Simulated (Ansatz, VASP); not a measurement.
## Bi2Se3: VASP beside Ansatz

```
Bi Se
1.0
     2.06525    1.19237    9.53540
    -2.06525    1.19237    9.53540
     0.00000   -2.38475    9.53540
Bi Se
2 3
Direct
  0.40026 0.40026 0.40026
  0.59974 0.59974 0.59974
  0.00000 0.00000 0.00000
  0.21162 0.21162 0.21162
  0.78838 0.78838 0.78838
```

Alike in both runs: task single point; functional PBEsol; k mesh 6 × 6 × 6; occupations gaussian, width 0.02 eV; no spin polarisation.

|  | VASP | Ansatz |
| --- | --- | --- |
| version | VASP 6.6.1 | Ansatz 0.2.0 |
| potentials or method | VASP PAW PBE potentials, release 64 (Bi_d, Se), cutoff 500 eV | scalar-relativistic, plane waves, PAW |
| valence electrons in the cell | 48 | 78 |

|  | VASP | Ansatz | Ansatz less VASP |
| --- | --- | --- | --- |
| gap on the k mesh at the Fermi level (eV) | 0.13 | 0.13 | +0.006 |
| least direct gap on the mesh (eV) | 0.13 | 0.13 | +0.006 |
| pressure (GPa) | 0.0 | 0.0 | -0.05 |
| rms of the force components (eV/Å) | 0.020 | 0.012 | -0.0078 |

VASP's potentials were made for PBE, not for PBEsol, and Ansatz warns of the same on its side. Atom by atom the forces differ by 0.008 eV/Å (rms over components). VASP's potentials hold 48 valence electrons a cell and Ansatz's 78, so a difference there can come from the potentials and not from the codes.

Spin-orbit coupling is off throughout.
